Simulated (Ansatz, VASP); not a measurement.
Two plane-wave programs on Ge2Pd

```
CELL_PARAMETERS angstrom
2.83156 0.00000 0.00000
-1.41578 2.45220 0.00000
0.00000 0.00000 7.87406
ATOMIC_POSITIONS crystal
Ge 0.00000 0.00000 0.31813
Ge 0.00000 0.00000 0.68187
Pd 0.00000 0.00000 0.00000
```

Alike in both runs: functional PBE; k mesh 6 × 6 × 4; occupations gaussian, width 0.1 eV; no spin polarisation.

Ansatz relaxed the structure, and its values are those at the end. VASP's run is a single point on that final structure, the one shown.

```csv
,VASP,Ansatz
version,VASP 6.6.1,Ansatz 0.2.0
potentials or method,"VASP PAW PBE potentials, release 64 (Ge_d, Pd), cutoff 520 eV","scalar-relativistic, plane waves, PAW"
valence electrons in the cell,38,46
```

Ansatz gave:

| Quantity | Value |
| --- | --- |
| gap on the k mesh at the Fermi level (eV) | none |
| pressure (GPa) | 0.1 |
| rms of the force components (eV/Å) | 0.012 |

Problem. Which values does VASP return?

Solution. gap on the k mesh at the Fermi level (eV): none; pressure (GPa): 0.1; rms of the force components (eV/Å): 0.019.

A gap of «none» marks a metal or a gap that the smearing closes. The functional is the same, so the differences come from potentials, cutoffs and numerics. VASP's potentials hold 38 valence electrons a cell and Ansatz's 46, so a difference there can come from the potentials and not from the codes.

The k mesh is coarse, so the values compare programs but aren't converged.
